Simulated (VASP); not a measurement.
# Si11O24 (a cell with a defect) in VASP: single point with PBE

Aim: the single point of Si11O24 (a cell with a defect) with PBE.

Everything below comes from runs of VASP 6.6.1. Logs are shortened: lines on timing, memory, paths and dates and some standing lists are left out, and cuts for length are marked.

**1. The cell of the first run**

The cell holds a defect, 35 atoms: a = 8.939 Å, b = 8.939 Å, c = 8.939 Å, α = 90.00°, β = 90.00°, γ = 90.00°.

**2. Single point, PBE**

Input file INCAR:

```
  PREC = Accurate
  ENCUT = 520
  EDIFF = 1E-6
  ISMEAR = -1
  SIGMA = 0.05
  LREAL = Auto
  LASPH = True
  NELM = 80
  ALGO = Normal
  ISIF = 2
  LWAVE = False
  LCHARG = True
  GGA = PE
  LELF = True
  LVHAR = True
  NBANDS = 117
```

Input file KPOINTS:

```
Automatic mesh
0
Gamma
  2 2 2
```

Input file POSCAR:

```
Si11O24
1.0
    8.9392390000      0.0000000000      0.0000000000
    0.0000000000      8.9392390000      0.0000000000
    0.0000000000      0.0000000000      8.9392390000
Si O
11 24
Direct
    0.2563670129      0.5000000559      0.0044050730
    0.2670159059      0.0000000000      0.5044259360
    0.0000000000      0.5000000559      0.2500000280
    0.5000000559      0.2329840381     -0.0044259920
    0.0000000000      0.2436330430      0.4955949830
    0.7329840941      0.0000000000      0.5044259360
    0.7436329871      0.5000000559      0.0044050730
    0.0000000000      0.5000000559      0.7499999720
    0.5000000559      0.0000000000      0.7499999720
    0.0000000000      0.7563669570      0.4955949830
    0.5000000559      0.7670159619     -0.0044259920
    0.1522060211      0.5000000559      0.8531227323
    0.1549624079      0.1444166556      0.4859233543
    0.1549624079      0.8555833444      0.4859233543
    0.4154825707      0.0000000000      0.3848709046
    0.1497870233      0.5000000559      0.1496769468
    0.5000000559      0.1611873225      0.8315444972
    0.0000000000      0.3502129208      0.3503231092
    0.8450375921      0.1444166556      0.4859233543
    0.5000000559      0.9154825148      0.1151290395
    0.5000000559      0.0845174852      0.1151290395
    0.3555832885      0.3450376481      0.0140765897
    0.8502129767      0.5000000559      0.1496769468
    0.5845174293      0.0000000000      0.3848709046
    0.6444167115      0.6549623519      0.0140765897
    0.6444167115      0.3450376481      0.0140765897
    0.8477939789      0.5000000559      0.8531227323
    0.6611872666      0.0000000000      0.6684554468
    0.0000000000      0.6497870792      0.3503231092
    0.5000000559      0.8388126775      0.8315444972
    0.3555832885      0.6549623519      0.0140765897
    0.0000000000      0.3477940348      0.6468773237
    0.0000000000      0.6522059652      0.6468773237
    0.8450375921      0.8555833444      0.4859233543
    0.3388127334      0.0000000000      0.6684554468
```

Potentials or basis: VASP PAW PBE potentials, release 64 (Si, O).

On the command line:

```sh
cat potpaw_PBE.64/Si/POTCAR potpaw_PBE.64/O/POTCAR > POTCAR
mpirun -np 1 vasp_std > vasp.out
```

OUTCAR:

```text
PREC = Accurate
   ENCUT = 520
   EDIFF = 1E-6
   ISMEAR = -1
   LREAL = Auto
   LASPH = True
   NELM = 80
   ISIF = 2
   GGA = PE

 ion  position               nearest neighbor table
   1  0.256  0.500  0.004-  16 1.61  12 1.64  31 1.65  22 1.65
   2  0.267  0.000  0.504-  35 1.60  14 1.64  13 1.64  15 1.70   9 3.03
   3  0.000  0.500  0.250-  29 1.61  23 1.61  16 1.61  18 1.61
   4  0.500  0.233  0.996-  17 1.60  26 1.64  22 1.64  21 1.70   9 3.03
   5  0.000  0.244  0.496-  18 1.61  32 1.64  19 1.65  13 1.65
   6  0.733  0.000  0.504-  28 1.60  19 1.64  34 1.64  24 1.70   9 3.03
   7  0.744  0.500  0.004-  23 1.61  27 1.64  25 1.65  26 1.65
   8  0.000  0.500  0.750-  33 1.64  32 1.64  12 1.64  27 1.64
   9  0.500  0.000  0.750-  28 1.61  17 1.61  30 1.61  35 1.61   4 3.03  11 3.03   6 3.03   2 3.03

  10  0.000  0.756  0.496-  29 1.61  33 1.64  14 1.65  34 1.65
  11  0.500  0.767  0.996-  30 1.60  25 1.64  31 1.64  20 1.70   9 3.03
  12  0.152  0.500  0.853-   1 1.64   8 1.64
  13  0.155  0.144  0.486-   2 1.64   5 1.65
  14  0.155  0.856  0.486-   2 1.64  10 1.65
  15  0.415  0.000  0.385-  24 1.51   2 1.70
  16  0.150  0.500  0.150-   1 1.61   3 1.61
  17  0.500  0.161  0.832-   4 1.60   9 1.61
[... 16 lines left out ...]
  34  0.845  0.856  0.486-   6 1.64  10 1.65
  35  0.339  0.000  0.668-   2 1.60   9 1.61

  LATTYP: Found a simple cubic cell.
 ALAT       =     8.9392390000

  Lattice vectors:

 A1 = (   8.9392390000,   0.0000000000,   0.0000000000)
 A2 = (   0.0000000000,   8.9392390000,   0.0000000000)
 A3 = (   0.0000000000,   0.0000000000,   8.9392390000)

Analysis of symmetry for initial positions (statically):
=====================================================================
 Subroutine PRICEL returns:
 Original cell was already a primitive cell.

 Routine SETGRP: Setting up the symmetry group for a
 simple cubic supercell.

 Subroutine GETGRP returns: Found  8 space group operations
 (whereof  4 operations were pure point group operations)
 out of a pool of 48 trial point group operations.

The static configuration has the point symmetry C_2v.
 The point group associated with its full space group is D_2d.

Analysis of symmetry for dynamics (positions and initial velocities):
=====================================================================
 Subroutine PRICEL returns:
 Original cell was already a primitive cell.

 Routine SETGRP: Setting up the symmetry group for a
 simple cubic supercell.

 Subroutine GETGRP returns: Found  8 space group operations
 (whereof  4 operations were pure point group operations)
 out of a pool of 48 trial point group operations.

The dynamic configuration has the point symmetry C_2v.
 The point group associated with its full space group is D_2d.

 Subroutine INISYM returns: Found  8 space group operations
 (whereof  4 operations are pure point group operations),
 and found     1 'primitive' translations

----------------------------------------------------------------------------------------

                                     Primitive cell

  volume of cell :     714.3345

  direct lattice vectors                    reciprocal lattice vectors
     8.939239000  0.000000000  0.000000000     0.111866346  0.000000000  0.000000000
     0.000000000  8.939239000  0.000000000     0.000000000  0.111866346  0.000000000
     0.000000000  0.000000000  8.939239000     0.000000000  0.000000000  0.111866346

  length of vectors
     8.939239000  8.939239000  8.939239000     0.111866346  0.111866346  0.111866346

  position of ions in fractional coordinates (direct lattice)
     0.256367013  0.500000056  0.004405073
     0.267015906  0.000000000  0.504425936
     0.000000000  0.500000056  0.250000028
     0.500000056  0.232984038  0.995574008
     0.000000000  0.243633043  0.495594983
     0.732984094  0.000000000  0.504425936
[... 27 lines left out ...]
     0.845037592  0.855583344  0.485923354
     0.338812733  0.000000000  0.668455447

  ion indices of the primitive-cell ions
   primitive index   ion index
                 1           1
                 2           2
                 3           3
                 4           4
                 5           5
                 6           6
[... 27 lines left out ...]
                34          34
                35          35

----------------------------------------------------------------------------------------

 KPOINTS: Automatic mesh

Automatic generation of k-mesh.
 Grid dimensions read from file:
 generate k-points for:    2    2    2

 Generating k-lattice:

  Cartesian coordinates                     Fractional coordinates (reciprocal lattice)
     0.055933173  0.000000000  0.000000000     0.500000000  0.000000000  0.000000000
     0.000000000  0.055933173  0.000000000     0.000000000  0.500000000  0.000000000
     0.000000000  0.000000000  0.055933173     0.000000000  0.000000000  0.500000000

  Length of vectors
     0.055933173  0.055933173  0.055933173

  Shift w.r.t. Gamma in fractional coordinates (k-lattice)
     0.000000000  0.000000000  0.000000000

 Subroutine IBZKPT returns following result:
 ===========================================

 Found      6 irreducible k-points:

 Following reciprocal coordinates:
            Coordinates               Weight
  0.000000  0.000000  0.000000      1.000000
  0.500000  0.000000  0.000000      2.000000
  0.000000  0.000000  0.500000      1.000000
  0.500000  0.500000  0.000000      1.000000
  0.000000  0.500000  0.500000      2.000000
  0.500000  0.500000  0.500000      1.000000
   k-points           NKPTS =      6   k-points in BZ     NKDIM =      6   number of bands    NBANDS=    117
   number of dos      NEDOS =    301   number of ions     NIONS =     35
   total plane-waves  NPLWV = 343000
   dimension x,y,z NGX =    70 NGY =   70 NGZ =   70
   dimension x,y,z NGXF=   140 NGYF=  140 NGZF=  140
   ions per type =              11  24
   NGX,Y,Z   is equivalent  to a cutoff of  13.02, 13.02, 13.02 a.u.
   NGXF,Y,Z  is equivalent  to a cutoff of  26.04, 26.04, 26.04 a.u.
 SYSTEM =  unknown system
   PREC   = accura    normal or accurate (medium, high low for compatibility)
   ISTART =      0    job   : 0-new  1-cont  2-samecut
   ICHARG =      2    charge: 1-file 2-atom 10-const
   ISPIN  =      1    spin polarized calculation?
   LNONCOLLINEAR =      F non collinear calculations
   LSORBIT =      F    spin-orbit coupling
   LASPH  =      T    aspherical Exc in radial PAW
   ENCUT  =  520.0 eV  38.22 Ry    6.18 a.u.  16.62 16.62 16.62*2*pi/ulx,y,z
   NELM   =     80;   NELMIN=  2; NELMDL= -5     # of ELM steps
   EDIFF  = 0.1E-05   stopping-criterion for ELM
   LREAL  =      T    real-space projection
   EDIFFG = 0.1E-04   stopping-criterion for IOM
   NSW    =      0    number of steps for IOM
   IBRION =     -1    ionic relax: 0-MD 1-quasi-New 2-CG
   NFREE  =      0    steps in history (QN), initial steepest desc. (CG)
   ISIF   =      2    stress and relaxation
   ISYM   =      2    0-nonsym 1-usesym 2-fastsym
   POTIM  = 0.5000    time-step for ionic-motion
   TEBEG  =    0.0;   TEEND  =   0.0 temperature during run
   PSTRESS=    0.0 pullay stress
   NELECT =     188.0000    total number of electrons
   NUPDOWN=      -1.0000    fix difference up-down
   EMIN   =  10.00;   EMAX   =-10.00  energy-range for DOS
   EFERMI =   0.00;   METHOD = LEGACY
   ISMEAR =    -1;   SIGMA  =   0.05  broadening in eV -4-tet -1-fermi 0-gaus
   EFERMI_NEDOS =   21; number of points for ismear=-14 and -15
   IALGO  =     38    algorithm
   IMIX   =      4    mixing-type and parameters
     AMIX     =   0.40;   BMIX     =  1.00
     AMIX_MAG =   1.60;   BMIX_MAG =  1.00
  volume/ion in A,a.u.               =      20.41       137.73
  Fermi-wavevector in a.u.,A,eV,Ry     =   1.049124  1.982557 14.975410  1.100662
  Thomas-Fermi vector in A             =   2.184074
   LORBIT       =      0    0 simple, 1 ext, 2 COOP (PROOUT), +10 PAW based schemes
   GGA     = PE    functional components
   LHFCALC =     F    Hartree Fock is set to
   AEXX    =    0.0000 exact exchange contribution
   IVDW    =     0    specifies the selected vdW correction
   LEPSILON=     F    determine dielectric tensor
   LRPA    =     F    only Hartree local field effects (RPA)
 non-spin polarized calculation
  energy-cutoff  :      520.00
  volume of cell :      714.33
 maximum number of plane-waves:     19309
 NGX is ok and might be reduce to    70
   NGX = 33   NGY = 33   NGZ = 33

 number of electron     188.0000066 magnetization

 Free energy of the ion-electron system (eV)
  ---------------------------------------------------
  ext. energy  EPLUGINS =         0.00000000
  ---------------------------------------------------
  free energy    TOTEN  =      -263.31682529 eV

  energy without entropy =     -263.31682529  energy(sigma->0) =     -263.31682529

 E-fermi :  -0.1921     XC(G=0):  -6.5567

 val. band max:       -1.1909305832   @ k =   0.0000   0.0000   0.0000
 cond. band min:       0.8497492352   @ k =   0.5000   0.0000   0.0000
 fundamental gap:      2.0406798184
 Fermi energy:        -0.1920843362

 k-point     1 :       0.0000    0.0000    0.0000
  band No.  band energies     occupation
      1     -21.9567      2.00000
      2     -21.6311      2.00000
      3     -21.3103      2.00000
      4     -21.0683      2.00000
      5     -20.8789      2.00000
      6     -20.6000      2.00000
[... 98 lines left out ...]
    105       6.1592      0.00000
    106       6.3213      0.00000

 k-point     2 :       0.5000    0.0000    0.0000
  band No.  band energies     occupation
      1     -21.9452      2.00000
      2     -21.6172      2.00000
      3     -21.2990      2.00000
      4     -21.1309      2.00000
      5     -20.8703      2.00000
      6     -20.8147      2.00000
[... 428 lines left out ...]
 k-point     6 :       0.5000    0.5000    0.5000
  band No.  band energies     occupation
      1     -21.8585      2.00000
      2     -21.7416      2.00000
      3     -21.0845      2.00000
      4     -21.0285      2.00000
      5     -21.0285      2.00000
      6     -21.0170      2.00000
[... 98 lines left out ...]
    105       6.4397      0.00000
    106       6.4807      0.00000
 [bands above 106 left out]

------------------------ aborting loop because EDIFF is reached ----------------------------------------

  FORCE on cell =-STRESS in cart. coord.  units (eV):
  Direction    XX          YY          ZZ          XY          YZ          ZX
  --------------------------------------------------------------------------------------
  -------------------------------------------------------------------------------------
  Total      -22.0239995    -22.0239995     13.5793729      0.0000000      0.0000000      0.0000000
  in kB      -49.3975175    -49.3975175     30.4571071      0.0000000      0.0000000      0.0000000
  external PRESSURE =     -22.7793093 kB  Pullay stress =       0.0000000 kB

 VOLUME and BASIS-vectors are now :
 -----------------------------------------------------------------------------
  energy-cutoff  :      520.00
  volume of cell :      714.33
      direct lattice vectors                 reciprocal lattice vectors
     8.939239000  0.000000000  0.000000000     0.111866346  0.000000000  0.000000000
     0.000000000  8.939239000  0.000000000     0.000000000  0.111866346  0.000000000
     0.000000000  0.000000000  8.939239000     0.000000000  0.000000000  0.111866346

 POSITION                                       TOTAL-FORCE (eV/Angst)
 -----------------------------------------------------------------------------------
      2.29173      4.46962      0.03938        -0.000502     -0.000000      0.011308
      2.38692      0.00000      4.50918        -0.028309     -0.000000     -0.013721
      0.00000      4.46962      2.23481        -0.000000     -0.000000      0.000000
      4.46962      2.08270      8.89967        -0.000000      0.028309      0.013721
      0.00000      2.17789      4.43024        -0.000000      0.000502     -0.011308
      6.55232      0.00000      4.50918         0.028309     -0.000000     -0.013721
[... 27 lines left out ...]
      7.55399      7.64826      4.34378         0.004217      0.014017      0.002199
      3.02873      0.00000      5.97548         0.018839     -0.000000      0.010037
 -----------------------------------------------------------------------------------
    total drift:                               -0.003195     -0.002950     -0.004450

  FREE ENERGIE OF THE ION-ELECTRON SYSTEM (eV)
  ---------------------------------------------------
  free  energy   TOTEN  =      -263.3168252906 eV

  energy  without entropy=     -263.3168252873  energy(sigma->0) =     -263.31682529
```

Wall time 30 min (1 thread of Intel Xeon 8259CL, shared host); peak memory 0.83 GiB.

What came out:

```
Free energy            : -263.3168 eV
Pressure               : -2.3 GPa
Largest force          : 0.077 eV/Å
Band gap on the k mesh : 2.04 eV
```

Forces in eV/Å, atoms in the order of the input:
```
Si  -0.001  0.000  0.011
Si  -0.028  0.000 -0.014
Si   0.000  0.000  0.000
Si   0.000  0.028  0.014
Si   0.000  0.001 -0.011
Si   0.028  0.000 -0.014
Si   0.001  0.000  0.011
Si   0.000  0.000  0.000
Si   0.000  0.000  0.000
Si   0.000 -0.001 -0.011
Si   0.000 -0.028  0.014
O   -0.003  0.000  0.007
O   -0.004 -0.014  0.002
O   -0.004  0.014  0.002
O   -0.075  0.000 -0.017
O   -0.018  0.000 -0.010
O    0.000 -0.019 -0.010
O    0.000  0.018  0.010
O    0.004 -0.014  0.002
O    0.000 -0.075  0.017
O    0.000  0.075  0.017
O    0.014  0.004 -0.002
O    0.018  0.000 -0.010
O    0.075  0.000 -0.017
O   -0.014 -0.004 -0.002
O   -0.014  0.004 -0.002
O    0.003  0.000  0.007
O   -0.019  0.000  0.010
O    0.000 -0.018  0.010
O    0.000  0.019 -0.010
O    0.014 -0.004 -0.002
O    0.000  0.003 -0.007
O    0.000 -0.003 -0.007
O    0.004  0.014  0.002
O    0.019  0.000  0.010
```
